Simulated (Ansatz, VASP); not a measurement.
Ba in VASP and in Ansatz

```xyz
1
Lattice="0.0000 3.2327 3.2327 3.2327 0.0000 3.2327 3.2327 3.2327 0.0000" Properties=species:S:1:pos:R:3 pbc="T T T"
Ba    0.0000    0.0000    0.0000
```

Alike in both runs: task relaxation of cell and atoms; functional LDA; k mesh 5 × 5 × 5; occupations fermi-dirac, width 0.05 eV; non-collinear spin, spin-orbit coupling.

|  | VASP | Ansatz |
| --- | --- | --- |
| version | VASP 6.6.1 | Ansatz 0.2.0 |
| potentials or method | VASP PAW LDA potentials, release 64 (Ba_sv), cutoff 600 eV | all-electron LAPW, relativistic spinors |

|  | VASP | Ansatz | Ansatz less VASP |
| --- | --- | --- | --- |
| net moment per atom (μB) | 0.00 | 0.00 | 0.000 |
| relaxed volume (Å³/atom) | 54.20 | 54.17 | -0.034 |
| relaxed cell length with the largest relative difference (Å) | 4.248 | 4.247 | -0.0009 |

LDA's correlation is that of Perdew and Zunger in VASP and of Perdew and Wang (1992) in Ansatz. Ansatz ran all-electron here, and VASP with PAW potentials.

Noted on VASP's run: the volume moved by over 15 % at a fixed basis, so the end points are rough. Noted on Ansatz's run: the k mesh is thin for a metal, which can move the energy by tens of meV per atom; the volume moved by over 15 % at a fixed basis, so the end points are rough.
